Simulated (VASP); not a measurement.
CdS:

```
Cd S
1.0
     0.03734    2.94716    2.94716
     2.94716    0.03734    2.94716
     2.94716    2.94716    0.03734
Cd S
1 1
Direct
  0.00144 0.00144 0.00144
  0.24856 0.24856 0.24856
```

This cell differs from its parent crystal: epitaxial 111 strain -1.0%.

Program: VASP 6.6.1. Alike in all runs: task single point; potentials or basis VASP PAW PBE potentials, release 64 (Cd, S); no spin polarisation; cell as given; cutoff (eV) 520. Hardware: 1 thread of Intel(R) Xeon(R) Platinum 8488C (Sapphire Rapids) (shared host).

Q: Order these runs on this cell by their wall time, lowest first.
A. level PBE; k mesh 4 × 4 × 4; smearing gaussian 0.01 eV
B. level PBE; k mesh 8 × 8 × 8; smearing fermi-dirac 0.02 eV
C. level r2SCAN; k mesh 8 × 8 × 8; smearing gaussian 0.01 eV

A: A (7.5 s), B (32 s), C (100 s).

Caveats: some runs use coarse meshes.
